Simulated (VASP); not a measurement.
# Si (a cell with a defect) in VASP: notebook

Si (a cell with a defect) is run at these levels: PBEsol; tasks: single point.

Program: VASP 6.6.1. These are calculated values, not measurements. Logs are shortened: lines on timing, memory, paths and dates and some standing lists are left out, and cuts for length are marked.

### Step 1. The cell of the first run

The cell holds a defect, 17 atoms: a = 7.679 Å, b = 7.679 Å, c = 7.679 Å, α = 60.00°, β = 60.00°, γ = 60.00°.

### Step 2. Single point, PBEsol

The input, INCAR:

```
  ALGO = Normal
  EDIFF = 1E-6
  ENCUT = 520
  GGA = PS
  ISIF = 2
  ISMEAR = -1
  LASPH = T
  LCHARG = F
  LREAL = Auto
  LWAVE = F
  NBANDS = 48
  NELM = 100
  PREC = Accurate
  SIGMA = 0.05
```

The input, KPOINTS:

```
k-points
0
Gamma
  2 2 2
```

The input, POSCAR:

```
Si
1.0
    0.0000000000      5.4300000000      5.4300000000
    5.4300000000      0.0000000000      5.4300000000
    5.4300000000      5.4300000000      0.0000000000
Si
17
Direct
   -0.0084806630      0.4579097606      0.0713720074
    0.2153499079     -0.3740423573      0.2572836096
   -0.5535082873      0.0405985267      0.8854972376
   -0.5323572744      0.3335359116      0.5944383057
    0.0986095764      0.0709484346      0.2318139963
    0.3864088398      0.0962246777      0.2916390424
   -0.3076335175      0.6533977901      0.3610773481
    0.3037569061      0.6292081031      0.8887845304
    0.8212615101      0.2141712707     -0.3842817680
    1.1193922652      0.3368324125      0.4809023941
    0.4716666667     -0.0142265193      0.6005248619
    0.3208931860     -0.2509300184      1.4794751381
    0.8987384899      0.9018324125     -0.6483885820
    0.5848434622      0.6765930018      0.0886924494
    0.0534622468      0.5267955801      0.7151197053
    0.7157734807      0.5377992634      0.7229742173
    0.8777071823      0.8620902394     -0.1802670350
```

Potentials or basis: VASP PAW PBE potentials, release 64 (Si).

On the command line:

```
$ cat potpaw_PBE.64/Si/POTCAR > POTCAR
$ mpirun -np 1 vasp_std > vasp.out
```

OUTCAR:

```text
EDIFF = 1E-6
   ENCUT = 520
   GGA = PS
   ISIF = 2
   ISMEAR = -1
   LASPH = T
   LREAL = Auto
   NELM = 100
   PREC = Accurate

 ion  position               nearest neighbor table
   1  0.992  0.458  0.071-  15 2.34   5 2.44  17 2.67  14 2.67   7 2.69   8 2.72
   2  0.215  0.626  0.257-  10 2.23  13 2.36   8 2.55  14 2.61  12 2.87  15 2.90   5 2.99
   3  0.446  0.041  0.885-   4 2.25  11 2.33  14 2.39   5 2.68  17 2.75   9 3.08   6 3.13
   4  0.468  0.334  0.594-   3 2.25   9 2.46  12 2.61  15 2.62  11 2.63   7 2.99
   5  0.099  0.071  0.232-  13 2.07   1 2.44   6 2.58  12 2.64   3 2.68   2 2.99   9 3.01
   6  0.386  0.096  0.292-  10 2.38  11 2.40  12 2.49   5 2.58   7 2.97   3 3.13
   7  0.692  0.653  0.361-  12 2.34  14 2.51  16 2.53   1 2.69   9 2.86   6 2.97  13 2.99   4 2.99

   8  0.304  0.629  0.889-   2 2.55  16 2.60   1 2.72  12 2.75  11 2.95  17 3.02
   9  0.821  0.214  0.616-  17 2.29  10 2.45   4 2.46  16 2.62   7 2.86   5 3.01   3 3.08
  10  0.119  0.337  0.481-   2 2.23   6 2.38   9 2.45  15 2.57  16 2.79  11 2.85
  11  0.472  0.986  0.601-   3 2.33   6 2.40   4 2.63  13 2.77  10 2.85  16 2.88   8 2.95
  12  0.321  0.749  0.479-   7 2.34   6 2.49   4 2.61   5 2.64  15 2.67   8 2.75  14 2.81   2 2.87
                            17 3.10
  13  0.899  0.902  0.352-   5 2.07   2 2.36  11 2.77   7 2.99  15 3.06  16 3.14
  14  0.585  0.677  0.089-   3 2.39   7 2.51   2 2.61  17 2.64   1 2.67  12 2.81  16 3.02
  15  0.053  0.527  0.715-   1 2.34  16 2.52  10 2.57  17 2.57   4 2.62  12 2.67   2 2.90  13 3.06

  16  0.716  0.538  0.723-  15 2.52   7 2.53   8 2.60   9 2.62  10 2.79  11 2.88  14 3.02  13 3.14

  17  0.878  0.862  0.820-   9 2.29  15 2.57  14 2.64   1 2.67   3 2.75   8 3.02  12 3.10

  LATTYP: Found a face centered cubic cell.
 ALAT       =    10.8600000000

  Lattice vectors:

 A1 = (   0.0000000000,   5.4300000000,   5.4300000000)
 A2 = (   5.4300000000,   0.0000000000,   5.4300000000)
 A3 = (   5.4300000000,   5.4300000000,   0.0000000000)

Analysis of symmetry for initial positions (statically):
=====================================================================
 Subroutine PRICEL returns:
 Original cell was already a primitive cell.

 Routine SETGRP: Setting up the symmetry group for a
 face centered cubic supercell.

 Subroutine GETGRP returns: Found  1 space group operations
 (whereof  1 operations were pure point group operations)
 out of a pool of 48 trial point group operations.

The static configuration has the point symmetry C_1 .

Analysis of symmetry for dynamics (positions and initial velocities):
=====================================================================
 Subroutine PRICEL returns:
 Original cell was already a primitive cell.

 Routine SETGRP: Setting up the symmetry group for a
 face centered cubic supercell.

 Subroutine GETGRP returns: Found  1 space group operations
 (whereof  1 operations were pure point group operations)
 out of a pool of 48 trial point group operations.

The dynamic configuration has the point symmetry C_1 .

 Subroutine INISYM returns: Found  1 space group operations
 (whereof  1 operations are pure point group operations),
 and found     1 'primitive' translations

----------------------------------------------------------------------------------------

                                     Primitive cell

  volume of cell :     320.2060

  direct lattice vectors                    reciprocal lattice vectors
     0.000000000  5.430000000  5.430000000    -0.092081031  0.092081031  0.092081031
     5.430000000  0.000000000  5.430000000     0.092081031 -0.092081031  0.092081031
     5.430000000  5.430000000  0.000000000     0.092081031  0.092081031 -0.092081031

  length of vectors
     7.679179644  7.679179644  7.679179644     0.159489025  0.159489025  0.159489025

  position of ions in fractional coordinates (direct lattice)
     0.991519337  0.457909761  0.071372007
     0.215349908  0.625957643  0.257283610
     0.446491713  0.040598527  0.885497238
     0.467642726  0.333535912  0.594438306
     0.098609576  0.070948435  0.231813996
     0.386408840  0.096224678  0.291639042
[... 9 lines left out ...]
     0.715773481  0.537799263  0.722974217
     0.877707182  0.862090239  0.819732965

  ion indices of the primitive-cell ions
   primitive index   ion index
                 1           1
                 2           2
                 3           3
                 4           4
                 5           5
                 6           6
[... 9 lines left out ...]
                16          16
                17          17

----------------------------------------------------------------------------------------

 KPOINTS: k-points

Automatic generation of k-mesh.
 Grid dimensions read from file:
 generate k-points for:    2    2    2

 Generating k-lattice:

  Cartesian coordinates                     Fractional coordinates (reciprocal lattice)
    -0.046040516  0.046040516  0.046040516     0.500000000  0.000000000  0.000000000
     0.046040516 -0.046040516  0.046040516     0.000000000  0.500000000  0.000000000
     0.046040516  0.046040516 -0.046040516     0.000000000  0.000000000  0.500000000

  Length of vectors
     0.079744512  0.079744512  0.079744512

  Shift w.r.t. Gamma in fractional coordinates (k-lattice)
     0.000000000  0.000000000  0.000000000

 Subroutine IBZKPT returns following result:
 ===========================================

 Found      8 irreducible k-points:

 Following reciprocal coordinates:
            Coordinates               Weight
  0.000000  0.000000  0.000000      1.000000
  0.500000  0.000000  0.000000      1.000000
  0.000000  0.500000  0.000000      1.000000
  0.000000  0.000000  0.500000      1.000000
  0.500000  0.500000  0.500000      1.000000
  0.500000  0.500000  0.000000      1.000000
  0.000000  0.500000  0.500000      1.000000
  0.500000  0.000000  0.500000      1.000000
   k-points           NKPTS =      8   k-points in BZ     NKDIM =      8   number of bands    NBANDS=     48
   number of dos      NEDOS =    301   number of ions     NIONS =     17
   total plane-waves  NPLWV = 216000
   dimension x,y,z NGX =    60 NGY =   60 NGZ =   60
   dimension x,y,z NGXF=   120 NGYF=  120 NGZF=  120
   ions per type =              17
   NGX,Y,Z   is equivalent  to a cutoff of  12.99, 12.99, 12.99 a.u.
   NGXF,Y,Z  is equivalent  to a cutoff of  25.98, 25.98, 25.98 a.u.
 SYSTEM =  unknown system
   PREC   = accura    normal or accurate (medium, high low for compatibility)
   ISTART =      0    job   : 0-new  1-cont  2-samecut
   ICHARG =      2    charge: 1-file 2-atom 10-const
   ISPIN  =      1    spin polarized calculation?
   LNONCOLLINEAR =      F non collinear calculations
   LSORBIT =      F    spin-orbit coupling
   LASPH  =      T    aspherical Exc in radial PAW
   ENCUT  =  520.0 eV  38.22 Ry    6.18 a.u.  14.28 14.28 14.28*2*pi/ulx,y,z
   NELM   =    100;   NELMIN=  2; NELMDL= -5     # of ELM steps
   EDIFF  = 0.1E-05   stopping-criterion for ELM
   LREAL  =      T    real-space projection
   EDIFFG = 0.1E-04   stopping-criterion for IOM
   NSW    =      0    number of steps for IOM
   IBRION =     -1    ionic relax: 0-MD 1-quasi-New 2-CG
   NFREE  =      0    steps in history (QN), initial steepest desc. (CG)
   ISIF   =      2    stress and relaxation
   ISYM   =      2    0-nonsym 1-usesym 2-fastsym
   POTIM  = 0.5000    time-step for ionic-motion
   TEBEG  =    0.0;   TEEND  =   0.0 temperature during run
   PSTRESS=    0.0 pullay stress
   NELECT =      68.0000    total number of electrons
   NUPDOWN=      -1.0000    fix difference up-down
   EMIN   =  10.00;   EMAX   =-10.00  energy-range for DOS
   EFERMI =   0.00;   METHOD = LEGACY
   ISMEAR =    -1;   SIGMA  =   0.05  broadening in eV -4-tet -1-fermi 0-gaus
   EFERMI_NEDOS =   21; number of points for ismear=-14 and -15
   IALGO  =     38    algorithm
   IMIX   =      4    mixing-type and parameters
     AMIX     =   0.40;   BMIX     =  1.00
     AMIX_MAG =   1.60;   BMIX_MAG =  1.00
  volume/ion in A,a.u.               =      18.84       127.11
  Fermi-wavevector in a.u.,A,eV,Ry     =   0.976715  1.845724 12.979587  0.953973
  Thomas-Fermi vector in A             =   2.107356
   LORBIT       =      0    0 simple, 1 ext, 2 COOP (PROOUT), +10 PAW based schemes
   GGA     = PS    functional components
   LHFCALC =     F    Hartree Fock is set to
   AEXX    =    0.0000 exact exchange contribution
   IVDW    =     0    specifies the selected vdW correction
   LEPSILON=     F    determine dielectric tensor
   LRPA    =     F    only Hartree local field effects (RPA)
 non-spin polarized calculation
  energy-cutoff  :      520.00
  volume of cell :      320.21
 maximum number of plane-waves:      8646
 NGX is ok and might be reduce to    60
   NGX = 29   NGY = 29   NGZ = 29

 number of electron      68.0000000 magnetization

 Free energy of the ion-electron system (eV)
  ---------------------------------------------------
  ext. energy  EPLUGINS =         0.00000000
  ---------------------------------------------------
  free energy    TOTEN  =       -87.81469976 eV

  energy without entropy =      -87.76155800  energy(sigma->0) =      -87.78812888

 E-fermi :   6.5410     XC(G=0):  -9.9129

 val. band max:        6.5336837285   @ k =   0.5000   0.0000   0.5000
 cond. band min:       6.5816400044   @ k =   0.5000   0.5000   0.5000
 fundamental gap:      0.0479562759
 Fermi energy:         6.5410031824

 k-point     1 :       0.0000    0.0000    0.0000
  band No.  band energies     occupation
      1      -6.4061      2.00000
      2      -3.7983      2.00000
      3      -3.5862      2.00000
      4      -3.5733      2.00000
      5      -3.3520      2.00000
      6      -2.8617      2.00000
[... 38 lines left out ...]
     45       8.0810      0.00000
     46       8.4358      0.00000
[... 301 lines left out ...]
      5      -3.5640      2.00000
      6      -3.0260      2.00000
[... 38 lines left out ...]
     45       9.4627      0.00000
     46       9.6382      0.00000
 [bands above 46 left out]

------------------------ aborting loop because EDIFF is reached ----------------------------------------

  FORCE on cell =-STRESS in cart. coord.  units (eV):
  Direction    XX          YY          ZZ          XY          YZ          ZX
  --------------------------------------------------------------------------------------
  -------------------------------------------------------------------------------------
  Total       -9.8805061     -5.4578498      1.5344948     -0.1232927     -3.3903565      3.2438961
  in kB      -49.4379314    -27.3088038      7.6779721     -0.6169051    -16.9639297     16.2311028
  external PRESSURE =     -23.0229210 kB  Pullay stress =       0.0000000 kB

 VOLUME and BASIS-vectors are now :
 -----------------------------------------------------------------------------
  energy-cutoff  :      520.00
  volume of cell :      320.21
      direct lattice vectors                 reciprocal lattice vectors
     0.000000000  5.430000000  5.430000000    -0.092081031  0.092081031  0.092081031
     5.430000000  0.000000000  5.430000000     0.092081031 -0.092081031  0.092081031
     5.430000000  5.430000000  0.000000000     0.092081031  0.092081031 -0.092081031

 POSITION                                       TOTAL-FORCE (eV/Angst)
 -----------------------------------------------------------------------------------
      2.87400      5.77150      7.87040         0.864118      0.557740      0.294368
      4.79600      2.56640      4.56830        -0.607403     -0.631879      1.749874
      5.02870      7.23270      2.64490         1.415464      1.559111     -1.065146
      5.03890      5.76710      4.35040        -0.231671     -0.632905      0.933253
      1.64400      1.79420      0.92070         0.537953      0.988063      4.528600
      2.10610      3.68180      2.62070        -0.786577     -0.142666      0.241996
[... 9 lines left out ...]
      6.84600      7.81240      6.80690         0.400002     -0.734953     -0.629038
      9.13230      9.21710      9.44710        -0.748456      0.546659     -0.701061
 -----------------------------------------------------------------------------------
    total drift:                                0.000248      0.001854      0.001781

  FREE ENERGIE OF THE ION-ELECTRON SYSTEM (eV)
  ---------------------------------------------------
  free  energy   TOTEN  =       -87.8146997627 eV

  energy  without entropy=      -87.7615579991  energy(sigma->0) =      -87.78812888
```

It took 2.1 min on 1 thread of Intel Xeon 6975P-C (Granite Rapids), shared host; peak memory 0.46 GiB.

Results:

| Quantity | Value |
| --- | --- |
| Free energy | -87.8147 eV |
| Pressure | -2.3 GPa |
| Largest force | 4.908 eV/Å |
| Band gap on the k mesh | 0.05 eV |

Forces on the atoms (eV/Å):
```
Si   0.864  0.558  0.294
Si  -0.607 -0.632  1.750
Si   1.415  1.559 -1.065
Si  -0.232 -0.633  0.933
Si   0.538  0.988  4.529
Si  -0.787 -0.143  0.242
Si  -0.396  0.599  1.056
Si   0.206 -0.114 -0.134
Si   0.531 -0.987  0.875
Si  -0.134  0.667 -1.262
Si  -0.973  0.199  0.198
Si   0.349 -0.344 -1.082
Si   0.225 -0.982 -4.804
Si  -0.535  0.126 -0.561
Si  -0.117 -0.673  0.361
Si   0.400 -0.735 -0.629
Si  -0.748  0.547 -0.701
```

Levels at points of the mesh, in eV from the valence-band top:
```
           k point  band 30  band 31  band 32  band 33  band 34  band 35  band 36  band 37  band 38  band 39
(0.00, 0.00, 0.00)    -0.70    -0.51    -0.30    -0.29    -0.04     0.07     0.35     0.57     0.75     0.87
(0.50, 0.00, 0.00)    -1.11    -1.02    -0.84    -0.56    -0.33     0.21     0.45     0.59     1.40     1.66
(0.00, 0.50, 0.00)    -1.10    -1.00    -0.72    -0.45    -0.28     0.28     0.45     0.72     0.96     0.99
(0.00, 0.00, 0.50)    -1.25    -1.01    -0.86    -0.56    -0.13     0.19     0.36     0.70     1.11     1.23
(0.50, 0.50, 0.50)    -1.26    -1.01    -0.56    -0.42    -0.11     0.05     0.69     0.81     1.05     1.22
(0.50, 0.50, 0.00)    -1.22    -0.94    -0.72    -0.63    -0.21     0.21     0.48     0.54     0.91     1.33
(0.00, 0.50, 0.50)    -1.15    -0.92    -0.71    -0.59    -0.47     0.06     0.51     0.80     1.28     1.62
(0.50, 0.00, 0.50)    -1.35    -0.90    -0.66    -0.45     0.00     0.15     0.48     0.81     0.95     1.63
```

Caveat: the k points lie up to 0.50 Å⁻¹ apart; the atoms stand as in a frame of molecular dynamics; the PAW data sets were made with another functional, which shifts forces and pressure a little.

### Step 3. Single point, PBEsol

The input, INCAR:

```
PREC = Accurate ; ENCUT = 520
EDIFF = 1E-6 ; ISMEAR = -1
SIGMA = 0.05 ; LREAL = Auto
LASPH = T ; NELM = 60
ALGO = Normal ; ISIF = 2
LWAVE = F ; LCHARG = T
GGA = PS ; LELF = T
LVHAR = T ; NBANDS = 48
```

The input, KPOINTS:

```
Automatic mesh
0
Gamma
  2 2 2
```

The input, POSCAR:

```
Si
1.0
    0.0000000000      5.4300000000      5.4300000000
    5.4300000000      0.0000000000      5.4300000000
    5.4300000000      5.4300000000      0.0000000000
Si
17
Direct
   -0.3476335175      1.1276703499     -0.2672467772
   -0.0739226519     -0.1561878453      0.1313443831
   -0.4853867403      0.1611325967      1.0707642726
   -0.2196500921     -0.2890055249      0.7853406998
    0.1152117864      0.6432412523     -0.1846961326
    0.5940423573     -0.3032872928      0.1868047882
   -0.4799723757      0.5331399632      0.5855524862
    0.2074309392      0.8036740331      1.3314456722
    0.8870994475      0.2214456722     -0.7232872928
    1.2900092081     -0.0645580110      0.8959023941
    0.9916298343     -0.4344290976      0.4767311234
    0.4301933702     -0.0430294659      1.4937845304
    0.8090883978      1.2288121547     -0.9927163904
    0.1016666667      0.4074861878      0.1769521179
    0.0750092081      0.9998526703      0.6256906077
    1.1202762431      0.3600184162      0.7869981584
    0.4507826888      0.5027716390      0.0772283610
```

Potentials or basis: VASP PAW PBE potentials, release 64 (Si).

On the command line:

```
$ cat potpaw_PBE.64/Si/POTCAR > POTCAR
$ mpirun -np 1 vasp_std > vasp.out
```

Run time: 2.5 min. Hardware: 1 thread of Intel Xeon 6975P-C (Granite Rapids), shared host; peak memory 0.46 GiB.

It converged, with:

```yaml
Free_energy: -88.3234 eV
Pressure: -6.3 GPa
Largest_force: 2.055 eV/Å
Band_gap_on_the_k_mesh: zero (bands 34 and 35 overlap by 0.28 eV)
```

Forces on the atoms (eV/Å):
```
Si  -1.117 -0.149  0.596
Si  -0.601  0.260 -0.135
Si   0.367  0.156 -1.960
Si   0.907 -0.621 -0.556
Si   0.596  1.001  0.679
Si  -0.232  0.208  0.159
Si   0.485 -0.549  0.100
Si   0.244 -0.531 -0.127
Si  -0.058  0.485 -0.828
Si  -0.070 -0.038 -0.319
Si  -0.251 -0.526  0.459
Si  -0.746  0.676  0.484
Si   0.108  0.463  1.224
Si   0.235  0.595  1.066
Si   0.691 -1.087 -0.566
Si  -1.466  0.425 -1.376
Si   0.908 -0.766  1.099
```

Stress tensor (GPa, compression positive):
```
-7.26  0.98  1.76
 0.98 -5.85  1.09
 1.76  1.09 -5.90
```

Levels at points of the mesh, in eV from the Fermi level:
```
           k point  band 30  band 31  band 32  band 33  band 34  band 35  band 36  band 37  band 38  band 39
(0.00, 0.00, 0.00)    -0.56    -0.33    -0.10    -0.07     0.10     0.40     0.46     0.58     0.78     0.82
(0.50, 0.00, 0.00)    -1.40    -1.05    -0.90    -0.59    -0.14     0.49     0.55     0.70     0.99     1.59
(0.00, 0.50, 0.00)    -1.46    -1.11    -0.80    -0.38    -0.03     0.13     0.56     0.74     1.05     1.36
(0.00, 0.00, 0.50)    -1.28    -1.05    -0.74    -0.60    -0.04     0.10     0.36     0.57     0.99     1.38
(0.50, 0.50, 0.50)    -1.14    -1.04    -0.96    -0.49    -0.04     0.18     0.45     0.88     0.96     1.17
(0.50, 0.50, 0.00)    -1.06    -0.92    -0.82    -0.50    -0.47    -0.18     0.34     0.44     0.67     1.24
(0.00, 0.50, 0.50)    -1.28    -0.98    -0.67    -0.61    -0.19    -0.07     0.33     0.83     0.98     1.46
(0.50, 0.00, 0.50)    -1.16    -0.97    -0.70    -0.57    -0.20     0.04     0.41     0.75     0.84     1.24
```

Caveat: the k points lie up to 0.50 Å⁻¹ apart; the atoms stand as in a frame of molecular dynamics; the PAW data sets were made with another functional, which shifts forces and pressure a little.
